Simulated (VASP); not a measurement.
Write the native input for VASP 6.6.1 that does the following.

```yaml
Task: single point
Functional: PBE
Potentials_or_basis: VASP PAW PBE potentials, release 64 (Ta_pv, N, H)
Cutoff: 520 eV
k_mesh: 9 × 9 × 1
Occupations: gaussian, width 0.1 eV
Spin: collinear spin, ferromagnetic start
Starting_moments: "[0.0, 0.0, 0.0, 0.0, 0.0, 0.0, 1.0] μB"
Dipole_correction: yes
Further_INCAR_settings: ALGO = Normal; EDIFF = 1e-07; NBANDS = 38
```

The structure of Ta3HN3 lies in POSCAR:

```
Ta3HN3
1.0
    3.1228193035      0.0000000000      0.0000000000
    0.0000000000      3.1228193035      0.0000000000
    0.0000000000      0.0000000000     21.5908392430
Ta N H
3 3 1
Direct
    0.0000000000      0.0000000000      0.1852637572
    0.5000000000      0.5000000000      0.2890369107
    0.0000000000      0.0000000000      0.3832407719
    0.5000000000      0.5000000000      0.1852637572
    0.0000000000      0.0000000000      0.2843927699
    0.5000000000      0.5000000000      0.3978927890
    0.6250000000      0.6250000000      0.5021036524
```

The input as run:

INCAR

```
SYSTEM = Ta3HN3
PREC = Accurate ; ENCUT = 520
EDIFF = 1E-7 ; ISMEAR = 0
SIGMA = 0.1 ; LREAL = .False.
LASPH = .True. ; NELM = 150
ALGO = Normal ; ISIF = 2
LWAVE = .False. ; LCHARG = .False.
ISPIN = 2 ; MAGMOM = 0 0 0 0 0 0 1
LORBIT = 11 ; LMAXMIX = 4
LDIPOL = .True. ; IDIPOL = 3
DIPOL = 0.5 0.5 0.318 ; GGA = PE
NBANDS = 38
```

KPOINTS

```
Automatic mesh
0
Gamma
  9 9 1
  0 0 0
```

Potentials or basis: VASP PAW PBE potentials, release 64 (Ta_pv, N, H).

Run with:

```bash
$ cat potpaw_PBE.64/Ta_pv/POTCAR potpaw_PBE.64/N/POTCAR potpaw_PBE.64/H/POTCAR > POTCAR
$ mpirun -np 1 vasp_std > vasp.out
```

It gave:

| Item | Value |
| --- | --- |
| Largest force | 1.309 eV/Å |
| Net moment | 0.32 μB per cell |
| Site moments | Ta -0.15, -0.03, -0.09; N +0.01, +0.00, +0.04; H +0.29 μB |
| Valence electrons inside the program's atomic spheres | Ta 8.78, 8.96, 8.79; N 3.69, 3.76, 3.65; H 0.39 |

Run time: 8.6 min on 1 thread of AMD EPYC 9R45 96-Core Processor (Zen 5), on a shared host, peak memory 0.53 GiB.
